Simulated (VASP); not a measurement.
# Hf (Fd-3m) in VASP: notebook, part 2 of 2

VASP 6.6.1. The steps go on from the part before.

### Step 3. Single point, BLYP (volume scaled by 0.92)

INCAR reads:

```
AGGAC    = 1.0          
AGGAX    = 1.0          
ALDAC    = 0.0          
ALDAX    = 1.0          
ALGO     = Normal         # electronic algorithm
EDIFF    = 1E-6           # SCF threshold, eV
ENCUT    = 520            # plane-wave cutoff, eV
GGA      = B5             # functional
ISIF     = 2              # what is computed and relaxed
ISMEAR   = -1             # smearing method
LASPH    = T              # aspherical terms in the spheres
LCHARG   = F              # write CHGCAR
LREAL    = F              # projectors in reciprocal space
LWAVE    = F              # write WAVECAR
NBANDS   = 17             # bands
NELM     = 100            # most SCF steps
PREC     = Accurate       # precision mode
SIGMA    = 0.1            # smearing width, eV
```

KPOINTS reads:

```
k-points
0
Gamma
  9 9 9
```

POSCAR reads:

```
Hf
1.0
    0.0000000000      3.2529706480      3.2529706480
    3.2529706480      0.0000000000      3.2529706480
    3.2529706480      3.2529706480      0.0000000000
Hf
2
Direct
    0.1250000000      0.1250000000      0.1250000000
    0.8750000000      0.8750000000      0.8750000000
```

Potentials or basis: VASP PAW PBE potentials, release 64 (Hf_pv).

Command:

```console
$ cat potpaw_PBE.64/Hf_pv/POTCAR > POTCAR
$ mpirun -np 1 vasp_std > vasp.out
```

OUTCAR:

```text
EDIFF = 1E-6
   ENCUT = 520
   GGA = B5
   ISIF = 2
   ISMEAR = -1
   LASPH = T
   LREAL = F
   NELM = 100
   PREC = Accurate

 ion  position               nearest neighbor table
   1  0.125  0.125  0.125-   2 2.82   2 2.82   2 2.82   2 2.82
   2  0.875  0.875  0.875-   1 2.82   1 2.82   1 2.82   1 2.82

  LATTYP: Found a face centered cubic cell.
 ALAT       =     6.5059412960

  Lattice vectors:

 A1 = (   0.0000000000,   3.2529706480,   3.2529706480)
 A2 = (   3.2529706480,   0.0000000000,   3.2529706480)
 A3 = (   3.2529706480,   3.2529706480,   0.0000000000)

Analysis of symmetry for initial positions (statically):
=====================================================================
 Subroutine PRICEL returns:
 Original cell was already a primitive cell.

 Routine SETGRP: Setting up the symmetry group for a
 face centered cubic supercell.

 Subroutine GETGRP returns: Found 48 space group operations
 (whereof 12 operations were pure point group operations)
 out of a pool of 48 trial point group operations.

The static configuration has the point symmetry D_3d.
 The point group associated with its full space group is O_h .

Analysis of symmetry for dynamics (positions and initial velocities):
=====================================================================
 Subroutine PRICEL returns:
 Original cell was already a primitive cell.

 Routine SETGRP: Setting up the symmetry group for a
 face centered cubic supercell.

 Subroutine GETGRP returns: Found 48 space group operations
 (whereof 12 operations were pure point group operations)
 out of a pool of 48 trial point group operations.

The dynamic configuration has the point symmetry D_3d.
 The point group associated with its full space group is O_h .

[... 105 lines left out ...]
   ISYM   =      2    0-nonsym 1-usesym 2-fastsym
   POTIM  = 0.5000    time-step for ionic-motion
   TEBEG  =    0.0;   TEEND  =   0.0 temperature during run
   PSTRESS=    0.0 pullay stress
   NELECT =      20.0000    total number of electrons
   NUPDOWN=      -1.0000    fix difference up-down
   EMIN   =  10.00;   EMAX   =-10.00  energy-range for DOS
   EFERMI =   0.00;   METHOD = LEGACY
   ISMEAR =    -1;   SIGMA  =   0.10  broadening in eV -4-tet -1-fermi 0-gaus
   EFERMI_NEDOS =   21; number of points for ismear=-14 and -15
   IALGO  =     38    algorithm
   IMIX   =      4    mixing-type and parameters
     AMIX     =   0.40;   BMIX     =  1.00
     AMIX_MAG =   1.60;   BMIX_MAG =  1.00
  volume/ion in A,a.u.               =      34.42       232.29
  Fermi-wavevector in a.u.,A,eV,Ry     =   1.084246  2.048929 15.994879  1.175590
  Thomas-Fermi vector in A             =   2.220332
   LORBIT       =      0    0 simple, 1 ext, 2 COOP (PROOUT), +10 PAW based schemes
   GGA     = B5    functional components
   LHFCALC =     F    Hartree Fock is set to
   AEXX    =    0.0000 exact exchange contribution
   IVDW    =     0    specifies the selected vdW correction
   LEPSILON=     F    determine dielectric tensor
   LRPA    =     F    only Hartree local field effects (RPA)
 non-spin polarized calculation
  energy-cutoff  :      520.00
  volume of cell :       68.84
 maximum number of plane-waves:      1871
 NGX is ok and might be reduce to    36
   NGX = 17   NGY = 17   NGZ = 17

 number of electron      20.0000000 magnetization

 Free energy of the ion-electron system (eV)
  ---------------------------------------------------
  ext. energy  EPLUGINS =         0.00000000
  ---------------------------------------------------
  free energy    TOTEN  =       -12.87065951 eV

  energy without entropy =      -12.70255932  energy(sigma->0) =      -12.78660941

 E-fermi :   2.1454     XC(G=0):  -8.4953

 val. band max:        2.1206872384   @ k =   0.4444   0.0000   0.0000
 cond. band min:       2.1477255355   @ k =   0.4444   0.1111   0.0000
 fundamental gap:      0.0270382972
 Fermi energy:         2.1454199810

 k-point     1 :       0.0000    0.0000    0.0000
  band No.  band energies     occupation
      1     -28.6466      2.00000
      2     -28.6466      2.00000
      3     -28.6466      2.00000
      4     -28.0277      2.00000
      5     -28.0277      2.00000
      6     -28.0277      2.00000
[... 457 lines left out ...]
      4     -28.2943      2.00000
      5     -27.8905      2.00000
      6     -27.8905      2.00000
[... 9 lines left out ...]
     16       5.6151      0.00000
     17       7.3730      0.00000

 [... further k-points ...]
[... 5 lines left out ...]
  --------------------------------------------------------------------------------------
  -------------------------------------------------------------------------------------
  Total        1.0209634      1.0209634      1.0209634     -0.0000000     -0.0000000      0.0000000
  in kB       23.7602140     23.7602140     23.7602140     -0.0000000     -0.0000000      0.0000000
  external PRESSURE =      23.7602140 kB  Pullay stress =       0.0000000 kB

 VOLUME and BASIS-vectors are now :
 -----------------------------------------------------------------------------
  energy-cutoff  :      520.00
  volume of cell :       68.84
      direct lattice vectors                 reciprocal lattice vectors
     0.000000000  3.252970648  3.252970648    -0.153705660  0.153705660  0.153705660
     3.252970648  0.000000000  3.252970648     0.153705660 -0.153705660  0.153705660
     3.252970648  3.252970648  0.000000000     0.153705660  0.153705660 -0.153705660

 POSITION                                       TOTAL-FORCE (eV/Angst)
 -----------------------------------------------------------------------------------
      0.81324      0.81324      0.81324         0.000000      0.000000      0.000000
      5.69270      5.69270      5.69270        -0.000000     -0.000000     -0.000000
 -----------------------------------------------------------------------------------
    total drift:                                0.000000      0.000000      0.000000

  FREE ENERGIE OF THE ION-ELECTRON SYSTEM (eV)
  ---------------------------------------------------
  free  energy   TOTEN  =       -12.8706595064 eV

  energy  without entropy=      -12.7025593208  energy(sigma->0) =      -12.78660941
```

OSZICAR:

```text
N       E                     dE             d eps       ncg     rms          rms(c)
DAV:   1     0.546255397093E+02    0.54626E+02   -0.11035E+04  1214   0.105E+03
DAV:   2    -0.111543564438E+02   -0.65780E+02   -0.64397E+02  1582   0.231E+02
DAV:   3    -0.132032796703E+02   -0.20489E+01   -0.20099E+01  1585   0.271E+01
DAV:   4    -0.132350478905E+02   -0.31768E-01   -0.31703E-01  1530   0.400E+00
DAV:   5    -0.132357744271E+02   -0.72654E-03   -0.72640E-03  1712   0.494E-01    0.285E+01
DAV:   6    -0.129214347788E+02    0.31434E+00   -0.58081E-01  1293   0.363E+00    0.162E+01
DAV:   7    -0.128794406243E+02    0.41994E-01   -0.36974E-01  1477   0.317E+00    0.166E+00
DAV:   8    -0.128706807091E+02    0.87599E-02   -0.60281E-02  1327   0.110E+00    0.101E-01
DAV:   9    -0.128706074565E+02    0.73253E-04   -0.13411E-03  1526   0.208E-01    0.767E-02
DAV:  10    -0.128706532374E+02   -0.45781E-04   -0.71615E-05  1534   0.471E-02    0.360E-02
DAV:  11    -0.128706593433E+02   -0.61059E-05   -0.15649E-05  1526   0.191E-02    0.674E-03
DAV:  12    -0.128706595064E+02   -0.16304E-06   -0.67199E-07   963   0.432E-03
   1 F= -.12870660E+02 E0= -.12786609E+02  d E =-.168100E+00
```

It took 49 s on 1 thread of Intel Xeon Platinum 8259CL at 2.50GHz (Skylake/Cascade Lake), shared host; peak memory 0.21 GiB.

What came out:

```yaml
Free_energy: -12.8707 eV
Pressure: 2.4 GPa
Band_gap_on_the_k_mesh: zero (band 10 reaches 2.47 eV, above the bottom of band 11 at 1.86 eV)
```

Caveat: the PAW data sets were made with another functional, which shifts forces and pressure a little; spin-orbit coupling is left out, which moves the levels of the heavy elements.
